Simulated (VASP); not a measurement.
# Sn2Ge: single point with PBE

Sn2Ge:

```
Sn Ge
1.0
     4.49798    0.00000    0.00000
    -2.24899    3.89536    0.00000
     0.00000    0.00000   11.05828
Sn Ge
4 2
Direct
  0.33333 0.66667 0.80890
  0.66667 0.33333 0.19110
  0.33333 0.66667 0.54893
  0.66667 0.33333 0.45107
  0.00000 0.00000 0.88670
  0.00000 0.00000 0.11330
```

* Program: VASP 6.6.1
* Task: single point
* Functional: PBE
* Potentials or basis: VASP PAW PBE potentials, release 64 (Sn_d, Ge_d)
* Cutoff: 520 eV
* k mesh: 12 × 12 × 4
* Occupations: gaussian, width 0.1 eV
* Spin: no spin polarisation
* Dipole correction: no
* k mesh for the DOS: 18 × 18 × 6
* Occupations for the DOS: tetrahedron
* Further INCAR settings: ALGO = Fast; EDIFF = 1e-07; NBANDS = 51

* Valence electrons inside the program's atomic spheres: Sn 12.26, 12.34 (each value once); Ge 12.29

Levels at points of the mesh, in eV from the Fermi level:
```tsv
k point	band 40	band 41	band 42	band 43	band 44	band 45
(0.00, 0.00, 0.00)	-0.59	-0.45	0.00	0.22	0.22	0.76
(0.50, 0.00, 0.00)	-2.29	-1.49	-1.33	0.78	0.86	1.26
(0.00, 0.00, 0.50)	-0.35	-0.35	-0.06	-0.06	0.33	1.09
(0.50, 0.00, 0.50)	-1.86	-1.08	-0.98	-0.12	0.81	1.45
```

Run time: 53 min on 1 thread of Oxide Virtual Turin-like Processor (shared host), peak memory 1.4 GiB.

Caveat: spin-orbit coupling is left out, which moves the levels of the heavy elements.
